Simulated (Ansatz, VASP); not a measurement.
**Two plane-wave programs on KCl**

```
CELL_PARAMETERS angstrom
0.00000 2.81191 3.97604
2.81191 0.00000 3.97604
2.81191 2.81191 0.00000
ATOMIC_POSITIONS crystal
K 0.00000 0.00000 0.00000
Cl 0.50000 0.50000 0.50000
```

Alike in both runs: task single point; functional LDA; k mesh 8 × 8 × 8; occupations gaussian, width 0.05 eV; no spin polarisation.

|  | VASP | Ansatz |
| --- | --- | --- |
| version | VASP 6.6.1 | Ansatz 0.2.0 |
| potentials or method | VASP PAW LDA potentials, release 64 (K_sv, Cl), cutoff 520 eV | scalar-relativistic, plane waves, PAW |
| valence electrons in the cell | 16 | 16 |

Ansatz gave:

| Quantity | Value |
| --- | --- |
| gap on the k mesh at the Fermi level (eV) | 4.34 |
| least direct gap on the mesh (eV) | 4.34 |
| pressure (GPa) | 3.0 |
| traceless stress, the component that is largest in VASP (GPa) | -5.14 |

**Question.** Which values does VASP return?

**Answer.** gap on the k mesh at the Fermi level (eV): 4.34; least direct gap on the mesh (eV): 4.34; pressure (GPa): 3.2; traceless stress, the component that is largest in VASP (GPa): -5.32.

LDA's correlation is that of Perdew and Zunger in VASP and of Perdew and Wang (1992) in Ansatz.
